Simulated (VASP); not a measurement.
HfMo, 2 atoms in the cell. The structure is cubic, space group Pm-3m (No. 221). The conventional cell has a = 3.341 Å, b = 3.341 Å, c = 3.341 Å, α = 90.00°, β = 90.00°, γ = 90.00°. Within 3.8 Å of Hf (site symmetry m-3m) lie 8 Mo at 2.89 Å and 6 Hf at 3.34 Å. Within 3.8 Å of Mo (site symmetry m-3m) lie 8 Hf at 2.89 Å and 6 Mo at 3.34 Å. 

- Program: VASP 6.6.1
- Task: relaxation of cell and atoms
- Functional: PBE
- Potentials or basis: VASP PAW PBE potentials, release 64 (Hf_pv, Mo_sv)
- Cutoff: 600 eV
- k mesh: 16 × 16 × 16
- Occupations: gaussian, width 0.1 eV
- Spin: no spin polarisation
- Dipole correction: no
- Further INCAR settings: ALGO = Fast; EDIFF = 1e-06; IBRION = 2; EDIFFG = -0.01; NSW = 100; ISIF = 3

Potentials or basis: VASP PAW PBE potentials, release 64 (Hf_pv, Mo_sv).

Command:

```sh
$ cat potpaw_PBE.64/Hf_pv/POTCAR potpaw_PBE.64/Mo_sv/POTCAR > POTCAR
$ mpirun -np 1 vasp_std > vasp.out
```

Hardware: 1 thread of Intel(R) Xeon(R) 6975P-C (Granite Rapids) (shared host).

Q: Estimate the wall time of this run.

A: Run time: 100 s on 1 thread of Intel(R) Xeon(R) 6975P-C (Granite Rapids) (shared host), peak memory 0.27 GiB. Counts: scf iterations 36, k points 165, ion steps 3.
